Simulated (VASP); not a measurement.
# ZnW (Fd-3m) in VASP: further runs

The runs below take ZnW through single point, with PBE.

Everything below comes from runs of VASP 6.6.1. Logs are shortened: lines on timing, memory, paths and dates and some standing lists are left out, and cuts for length are marked.

## Step 1: The cell of the first run

Symmetry: Fd-3m, No. 227, cubic system. The conventional cell has a = 6.261 Å, b = 6.261 Å, c = 6.261 Å, α = 90.00°, β = 90.00°, γ = 90.00°. Zn (site symmetry -43m) has 4 Zn at 2.71 Å and 10 W at 2.71 to 3.13 Å within 3.6 Å. Within 3.6 Å of W (site symmetry -43m) lie 10 Zn at 2.71 to 3.13 Å and 4 W at 2.71 Å.

## Step 2: Single point, PBE

The input, INCAR:

```
  PREC = Accurate
  ENCUT = 520
  EDIFF = 1E-6
  ISMEAR = 0
  SIGMA = 0.1
  LREAL = False
  LASPH = True
  NELM = 100
  ALGO = Normal
  ISIF = 2
  LWAVE = False
  LCHARG = False
  GGA = PE
  NBANDS = 34
```

The input, KPOINTS:

```
Automatic mesh
0
Gamma
  6 6 6
```

The input, POSCAR:

```
ZnW
1.0
    0.0000000000      3.1303550390      3.1303550390
    3.1303550390      0.0000000000      3.1303550390
    3.1303550390      3.1303550390      0.0000000000
Zn W
2 2
Direct
    0.5000000000      0.5000000000      0.5000000000
    0.7500000000      0.7500000000      0.7500000000
    0.0000000000      0.0000000000      0.0000000000
    0.2500000000      0.2500000000      0.2500000000
```

Potentials or basis: VASP PAW PBE potentials, release 64 (Zn, W_sv).

Started as:

```sh
> cat potpaw_PBE.64/Zn/POTCAR potpaw_PBE.64/W_sv/POTCAR > POTCAR
> mpirun -np 1 vasp_std > vasp.out
```

OUTCAR:

```text
PREC = Accurate
   ENCUT = 520
   EDIFF = 1E-6
   ISMEAR = 0
   LREAL = False
   LASPH = True
   NELM = 100
   ISIF = 2
   GGA = PE

 ion  position               nearest neighbor table
   1  0.500  0.500  0.500-   4 2.71   4 2.71   4 2.71   2 2.71   4 2.71   2 2.71   2 2.71   2 2.71
                             3 3.13   3 3.13   3 3.13   3 3.13   3 3.13   3 3.13
   2  0.750  0.750  0.750-   1 2.71   1 2.71   1 2.71   1 2.71   3 2.71   3 2.71   3 2.71   3 2.71
                             4 3.13   4 3.13   4 3.13   4 3.13   4 3.13   4 3.13
   3  0.000  0.000  0.000-   2 2.71   2 2.71   2 2.71   2 2.71   4 2.71   4 2.71   4 2.71   4 2.71
                             1 3.13   1 3.13   1 3.13   1 3.13   1 3.13   1 3.13
   4  0.250  0.250  0.250-   3 2.71   3 2.71   3 2.71   1 2.71   3 2.71   1 2.71   1 2.71   1 2.71
                             2 3.13   2 3.13   2 3.13   2 3.13   2 3.13   2 3.13

  LATTYP: Found a face centered cubic cell.
 ALAT       =     6.2607100780

  Lattice vectors:

 A1 = (   0.0000000000,   3.1303550390,   3.1303550390)
 A2 = (   3.1303550390,   0.0000000000,   3.1303550390)
 A3 = (   3.1303550390,   3.1303550390,   0.0000000000)

Analysis of symmetry for initial positions (statically):
=====================================================================
 Subroutine PRICEL returns:
 Original cell was already a primitive cell.

 Routine SETGRP: Setting up the symmetry group for a
 face centered cubic supercell.

 Subroutine GETGRP returns: Found 48 space group operations
 (whereof 24 operations were pure point group operations)
 out of a pool of 48 trial point group operations.

The static configuration has the point symmetry T_d .
 The point group associated with its full space group is O_h .

Analysis of symmetry for dynamics (positions and initial velocities):
=====================================================================
 Subroutine PRICEL returns:
 Original cell was already a primitive cell.

 Routine SETGRP: Setting up the symmetry group for a
 face centered cubic supercell.

 Subroutine GETGRP returns: Found 48 space group operations
 (whereof 24 operations were pure point group operations)
 out of a pool of 48 trial point group operations.

The dynamic configuration has the point symmetry T_d .
 The point group associated with its full space group is O_h .

 Subroutine INISYM returns: Found 48 space group operations
 (whereof 24 operations are pure point group operations),
 and found     1 'primitive' translations

----------------------------------------------------------------------------------------

                                     Primitive cell

  volume of cell :      61.3495

  direct lattice vectors                    reciprocal lattice vectors
     0.000000000  3.130355039  3.130355039    -0.159726291  0.159726291  0.159726291
     3.130355039  0.000000000  3.130355039     0.159726291 -0.159726291  0.159726291
     3.130355039  3.130355039  0.000000000     0.159726291  0.159726291 -0.159726291

  length of vectors
     4.426990551  4.426990551  4.426990551     0.276654051  0.276654051  0.276654051

  position of ions in fractional coordinates (direct lattice)
     0.500000000  0.500000000  0.500000000
     0.750000000  0.750000000  0.750000000
     0.000000000  0.000000000  0.000000000
     0.250000000  0.250000000  0.250000000

  ion indices of the primitive-cell ions
   primitive index   ion index
                 1           1
                 2           2
                 3           3
                 4           4

----------------------------------------------------------------------------------------

 KPOINTS: Automatic mesh

Automatic generation of k-mesh.
 Grid dimensions read from file:
 generate k-points for:    6    6    6

 Generating k-lattice:

  Cartesian coordinates                     Fractional coordinates (reciprocal lattice)
    -0.026621049  0.026621049  0.026621049     0.166666667  0.000000000  0.000000000
     0.026621049 -0.026621049  0.026621049     0.000000000  0.166666667  0.000000000
     0.026621049  0.026621049 -0.026621049     0.000000000  0.000000000  0.166666667

  Length of vectors
     0.046109009  0.046109009  0.046109009

  Shift w.r.t. Gamma in fractional coordinates (k-lattice)
     0.000000000  0.000000000  0.000000000

 Subroutine IBZKPT returns following result:
 ===========================================

 Found     16 irreducible k-points:

 Following reciprocal coordinates:
            Coordinates               Weight
  0.000000  0.000000  0.000000      1.000000
  0.166667  0.000000  0.000000      8.000000
  0.333333  0.000000  0.000000      8.000000
  0.500000  0.000000  0.000000      4.000000
  0.166667  0.166667  0.000000      6.000000
  0.333333  0.166667  0.000000     24.000000
[... 8 lines left out ...]
 -0.333333  0.333333  0.166667     24.000000
 -0.333333  0.500000  0.166667     12.000000
   k-points           NKPTS =     16   k-points in BZ     NKDIM =     16   number of bands    NBANDS=     34
   number of dos      NEDOS =    301   number of ions     NIONS =      4
   total plane-waves  NPLWV =  46656
   dimension x,y,z NGX =    36 NGY =   36 NGZ =   36
   dimension x,y,z NGXF=    72 NGYF=   72 NGZF=   72
   ions per type =               2   2
   NGX,Y,Z   is equivalent  to a cutoff of  13.52, 13.52, 13.52 a.u.
   NGXF,Y,Z  is equivalent  to a cutoff of  27.04, 27.04, 27.04 a.u.
 SYSTEM =  unknown system
   PREC   = accura    normal or accurate (medium, high low for compatibility)
   ISTART =      0    job   : 0-new  1-cont  2-samecut
   ICHARG =      2    charge: 1-file 2-atom 10-const
   ISPIN  =      1    spin polarized calculation?
   LNONCOLLINEAR =      F non collinear calculations
   LSORBIT =      F    spin-orbit coupling
   LASPH  =      T    aspherical Exc in radial PAW
   ENCUT  =  520.0 eV  38.22 Ry    6.18 a.u.   8.23  8.23  8.23*2*pi/ulx,y,z
   NELM   =    100;   NELMIN=  2; NELMDL= -5     # of ELM steps
   EDIFF  = 0.1E-05   stopping-criterion for ELM
   LREAL  =      F    real-space projection
   EDIFFG = 0.1E-04   stopping-criterion for IOM
   NSW    =      0    number of steps for IOM
   IBRION =     -1    ionic relax: 0-MD 1-quasi-New 2-CG
   NFREE  =      0    steps in history (QN), initial steepest desc. (CG)
   ISIF   =      2    stress and relaxation
   ISYM   =      2    0-nonsym 1-usesym 2-fastsym
   POTIM  = 0.5000    time-step for ionic-motion
   TEBEG  =    0.0;   TEEND  =   0.0 temperature during run
   PSTRESS=    0.0 pullay stress
   NELECT =      52.0000    total number of electrons
   NUPDOWN=      -1.0000    fix difference up-down
   EMIN   =  10.00;   EMAX   =-10.00  energy-range for DOS
   EFERMI =   0.00;   METHOD = LEGACY
   ISMEAR =     0;   SIGMA  =   0.10  broadening in eV -4-tet -1-fermi 0-gaus
   EFERMI_NEDOS =   21; number of points for ismear=-14 and -15
   IALGO  =     38    algorithm
   IMIX   =      4    mixing-type and parameters
     AMIX     =   0.40;   BMIX     =  1.00
     AMIX_MAG =   1.60;   BMIX_MAG =  1.00
  volume/ion in A,a.u.               =      15.34       103.50
  Fermi-wavevector in a.u.,A,eV,Ry     =   1.549312  2.927776 32.659005  2.400369
  Thomas-Fermi vector in A             =   2.654137
   LORBIT       =      0    0 simple, 1 ext, 2 COOP (PROOUT), +10 PAW based schemes
   GGA     = PE    functional components
   LHFCALC =     F    Hartree Fock is set to
   AEXX    =    0.0000 exact exchange contribution
   IVDW    =     0    specifies the selected vdW correction
   LEPSILON=     F    determine dielectric tensor
   LRPA    =     F    only Hartree local field effects (RPA)
 non-spin polarized calculation
 Gauss-broadening in eV      SIGMA  =   0.10
  energy-cutoff  :      520.00
  volume of cell :       61.35
 maximum number of plane-waves:      1676
 NGX is ok and might be reduce to    36
   NGX = 17   NGY = 17   NGZ = 17

 number of electron      51.9999992 magnetization

 Free energy of the ion-electron system (eV)
  ---------------------------------------------------
  ext. energy  EPLUGINS =         0.00000000
  ---------------------------------------------------
  free energy    TOTEN  =       -26.49307866 eV

  energy without entropy =      -26.48985575  energy(sigma->0) =      -26.49146721

 E-fermi :   7.1089     XC(G=0): -12.7257

 val. band max:        6.8960548479   @ k =  -0.3333   0.3333   0.0000
 cond. band min:       7.1687746441   @ k =  -0.3333   0.3333   0.0000
 fundamental gap:      0.2727197962
 Fermi energy:         7.1088508237

 k-point     1 :       0.0000    0.0000    0.0000
  band No.  band energies     occupation
      1     -66.5096      2.00000
      2     -66.3759      2.00000
      3     -30.9290      2.00000
      4     -30.9290      2.00000
      5     -30.9290      2.00000
      6     -30.4378      2.00000
[... 26 lines left out ...]
     33      12.2856      0.00000
     34      12.2856      0.00000

 k-point     2 :       0.1667    0.0000    0.0000
  band No.  band energies     occupation
      1     -66.5031      2.00000
      2     -66.3825      2.00000
      3     -30.9435      2.00000
      4     -30.9435      2.00000
      5     -30.9268      2.00000
      6     -30.4427      2.00000
[... 26 lines left out ...]
     33      12.6721      0.00000
     34      13.6667      0.00000

 k-point     3 :       0.3333    0.0000    0.0000
  band No.  band energies     occupation
      1     -66.4871      2.00000
      2     -66.3986      2.00000
      3     -30.9703      2.00000
      4     -30.9703      2.00000
      5     -30.9232      2.00000
      6     -30.4515      2.00000
[... 26 lines left out ...]
     33      13.4124      0.00000
     34      13.8833      0.00000
[... 408 lines left out ...]
 k-point    15 :      -0.3333    0.3333    0.1667
  band No.  band energies     occupation
      1     -66.4596      2.00000
      2     -66.4262      2.00000
      3     -31.0421      2.00000
      4     -31.0162      2.00000
      5     -30.7799      2.00000
      6     -30.5954      2.00000
[... 26 lines left out ...]
     33      13.9252      0.00000
     34      15.4346      0.00000

 k-point    16 :      -0.3333    0.5000    0.1667
  band No.  band energies     occupation
      1     -66.4429      2.00000
      2     -66.4429      2.00000
      3     -31.0381      2.00000
      4     -31.0381      2.00000
      5     -30.6887      2.00000
      6     -30.6887      2.00000
[... 26 lines left out ...]
     33      14.6315      0.00000
     34      14.6315      0.00000

------------------------ aborting loop because EDIFF is reached ----------------------------------------

  FORCE on cell =-STRESS in cart. coord.  units (eV):
  Direction    XX          YY          ZZ          XY          YZ          ZX
  --------------------------------------------------------------------------------------
  -------------------------------------------------------------------------------------
  Total        0.2410934      0.2410934      0.2410934      0.0000000      0.0000000     -0.0000000
  in kB        6.2962968      6.2962968      6.2962968      0.0000000      0.0000000     -0.0000000
  external PRESSURE =       6.2962968 kB  Pullay stress =       0.0000000 kB

 VOLUME and BASIS-vectors are now :
 -----------------------------------------------------------------------------
  energy-cutoff  :      520.00
  volume of cell :       61.35
      direct lattice vectors                 reciprocal lattice vectors
     0.000000000  3.130355039  3.130355039    -0.159726291  0.159726291  0.159726291
     3.130355039  0.000000000  3.130355039     0.159726291 -0.159726291  0.159726291
     3.130355039  3.130355039  0.000000000     0.159726291  0.159726291 -0.159726291

 POSITION                                       TOTAL-FORCE (eV/Angst)
 -----------------------------------------------------------------------------------
      3.13036      3.13036      3.13036         0.000000      0.000000      0.000000
      4.69553      4.69553      4.69553        -0.000000     -0.000000     -0.000000
      0.00000      0.00000      0.00000        -0.000000      0.000000     -0.000000
      1.56518      1.56518      1.56518         0.000000     -0.000000     -0.000000
 -----------------------------------------------------------------------------------
    total drift:                                0.000000      0.000000      0.000000

  FREE ENERGIE OF THE ION-ELECTRON SYSTEM (eV)
  ---------------------------------------------------
  free  energy   TOTEN  =       -26.4930786566 eV

  energy  without entropy=      -26.4898557545  energy(sigma->0) =      -26.49146721
```

Wall time 33 s (1 thread of Intel Xeon Platinum 8488C (Sapphire Rapids), shared host); peak memory 0.21 GiB.

Results:

| Quantity | Value |
| --- | --- |
| Free energy | -26.4931 eV |
| Pressure | 0.6 GPa |
| Band gap on the k mesh | zero (bands 26 and 27 overlap by 2.12 eV) |

Levels at points of the mesh, in eV from the Fermi level:
| k point | band 23 | band 24 | band 25 | band 26 | band 27 | band 28 | band 29 | band 30 |
| --- | --- | --- | --- | --- | --- | --- | --- | --- |
| (0.00, 0.00, 0.00) | -1.78 | -1.78 | -0.57 | -0.57 | -0.57 | 3.31 | 3.50 | 3.50 |
| (0.50, 0.00, 0.00) | -1.75 | -1.75 | -1.69 | 1.11 | 1.11 | 1.17 | 2.31 | 2.31 |
| (0.50, 0.50, 0.00) | -1.92 | -1.92 | -0.59 | -0.59 | 0.25 | 0.25 | 2.51 | 2.51 |

Caveat: spin-orbit coupling is left out, which moves the levels of the heavy elements.

## Step 3: Single point, PBE

This run uses another cell than the first one, of 16.17 Å³/atom.

The input, INCAR:

```
SYSTEM = ZnW
PREC = Accurate
ENCUT = 520
EDIFF = 1E-6
ISMEAR = 0
SIGMA = 0.1
LREAL = .FALSE.
LASPH = .TRUE.
NELM = 100
ALGO = Normal
ISIF = 2
LWAVE = .FALSE.
LCHARG = .TRUE.
GGA = PE
LELF = .TRUE.
LVHAR = .TRUE.
NBANDS = 34
```

The input, KPOINTS:

```
regular mesh
0
G
  6 6 6
  0 0 0
```

The input, POSCAR:

```
ZnW
1.0
    0.0000000000      3.1861058053      3.1861058053
    3.1861058053      0.0000000000      3.1861058053
    3.1861058053      3.1861058053      0.0000000000
Zn W
2 2
Direct
    0.5000000000      0.5000000000      0.5000000000
    0.7500000000      0.7500000000      0.7500000000
    0.0000000000      0.0000000000      0.0000000000
    0.2500000000      0.2500000000      0.2500000000
```

Potentials or basis: VASP PAW PBE potentials, release 64 (Zn, W_sv).

Started as:

```sh
> cat potpaw_PBE.64/Zn/POTCAR potpaw_PBE.64/W_sv/POTCAR > POTCAR
> mpirun -np 1 vasp_std > vasp.out
```

Wall time 42 s (1 thread of Intel Xeon Platinum 8488C (Sapphire Rapids), shared host); peak memory 0.21 GiB.

It converged, with:

| Quantity | Value |
| --- | --- |
| Free energy | -26.4091 eV |
| Pressure | -8.3 GPa |
| Band gap on the k mesh | zero (bands 26 and 27 overlap by 1.98 eV) |

Levels at points of the mesh, in eV from the Fermi level:
| k point | band 24 | band 25 | band 26 | band 27 | band 28 | band 29 |
| --- | --- | --- | --- | --- | --- | --- |
| (0.00, 0.00, 0.00) | -1.67 | -0.56 | -0.56 | -0.56 | 3.00 | 3.26 |
| (0.50, 0.00, 0.00) | -1.65 | -1.65 | 1.03 | 1.03 | 1.04 | 2.17 |
| (0.50, 0.50, 0.00) | -1.78 | -0.60 | -0.60 | 0.26 | 0.26 | 2.35 |

Caveat: the cell stands under tension; spin-orbit coupling is left out, which moves the levels of the heavy elements.
